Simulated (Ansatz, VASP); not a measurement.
## Pd: VASP beside Ansatz

File POSCAR:

```
Pd
1.0
   -1.5617284606      1.5617284606      1.5617284606
    1.5617284606     -1.5617284606      1.5617284606
    1.5617284606      1.5617284606     -1.5617284606
Pd
1
Direct
    0.0000000000      0.0000000000      0.0000000000
```

INCAR.step1

```
PREC = Accurate
ENCUT = 520
EDIFF = 1E-5
ISMEAR = -1
SIGMA = 0.05
LREAL = F
LASPH = T
NELM = 60
ALGO = Normal
ISIF = 2
LWAVE = T
LCHARG = F
GGA = PE
NBANDS = 11
```

The input INCAR.step2:

```
PREC = Accurate
ENCUT = 520
EDIFF = 1E-6
ISMEAR = -1
SIGMA = 0.05
LREAL = F
LASPH = T
NELM = 60
ALGO = Normal
ISIF = 2
LWAVE = F
LCHARG = F
GGA = PE
LHFCALC = T
AEXX = 0.25
PRECFOCK = Normal
ISTART = 1
NBANDS = 11
```

KPOINTS

```
Automatic mesh
0
Gamma
  8 8 8
```

input

```
crystal:
  lattice:
    - [-1.5617284606, 1.5617284606, 1.5617284606]
    - [1.5617284606, -1.5617284606, 1.5617284606]
    - [1.5617284606, 1.5617284606, -1.5617284606]
  atoms:
    - { symbol: Pd, position: [0.0, 0.0, 0.0] }
hamiltonian:
  xc: pbe0
  pseudopotentials: { kind: paw }
kpoints:
  mp_grid: { grid: [8, 8, 8] }
scf:
  occupations: { method: fermi_dirac, width: 0.05 }
output:
  forces: true
  stress: true
  eigenvalues: true
```

Alike in both runs: task single point; functional PBE0; k mesh 8 × 8 × 8; occupations fermi-dirac, width 0.05 eV; no spin polarisation.

|  | VASP | Ansatz |
| --- | --- | --- |
| version | VASP 6.6.1 | Ansatz 0.2.0 |
| potentials or method | VASP PAW PBE potentials, release 64 (Pd) | Ansatz PAW |
| plane-wave cutoff (eV) | 520 | 420 |
| valence electrons in the cell | 10 | 18 |

VASP gave:

- gap on the k mesh at the Fermi level (eV): none
- pressure (GPa): -0.9

**Question.** Estimate Ansatz's values.

**Answer.** gap on the k mesh at the Fermi level (eV): none; pressure (GPa): -1.2.

A gap of «none» marks a metal or a gap that the smearing closes. VASP's potentials hold 10 valence electrons a cell and Ansatz's 18, so a difference there can come from the potentials and not from the codes.
